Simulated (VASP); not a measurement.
Input of a VASP 6.6.1 run:

The input INCAR:

```
SYSTEM = C
ALGO = Fast
EDIFF = 1E-6
ENCUT = 520
GGA = PE
ISIF = 2
ISMEAR = 0
IVDW = 12
LASPH = .TRUE.
LCHARG = .FALSE.
LREAL = .FALSE.
LWAVE = .FALSE.
NBANDS = 36
NELM = 80
PREC = Accurate
SIGMA = 0.15
```

Contents of KPOINTS:

```
k-points
0
G
  18 18 2
  0 0 0
```

Contents of POSCAR:

```
C
1.0
    2.4648840281      0.0000000000      0.0000000000
   -1.2324420141      2.1346521857      0.0000000000
    0.0000000000      0.0000000000     20.6060947640
C
12
Direct
    0.6362392716      0.3029059383      0.9519899901
    0.6666666667      0.3333333333      0.4520101828
    0.6666666667      0.3333333333      0.7793231472
    0.6666666667      0.3333333333      0.2793433400
    0.0000000000      0.0000000000      0.6156666650
    0.3333333333      0.6666666667      0.2793231472
    0.0000000000      0.0000000000      0.1156666650
    0.6666666667      0.3333333333      0.6156666650
    0.3333333333      0.6666666667      0.7793433400
    0.3333333333      0.6666666667      0.1156666650
    0.3333333333      0.6666666667      0.4519899901
    0.3333333333      0.6666666667      0.9520101828
```

Potentials or basis: VASP PAW PBE potentials, release 64 (C).

The run is started by

```bash
$ cat potpaw_PBE.64/C/POTCAR > POTCAR
$ mpirun -np 1 vasp_std > vasp.out
```

(1) What does it give for the largest force?

(2) Estimate the pressure.

(3) Predict the band gap on the k mesh.

Answers

(1) 4.067 eV/Å.

(2) 0.8 GPa.

(3) zero (filled and empty bands touch).

Caveat: the cell differs from its parent crystal (atom 1 (C) moved +0.075 Å towards its neighbour atom 1 (C) at 2.465 Å); forces of over 1 eV/Å act on the atoms, so gaps and moduli don't describe the material at rest.
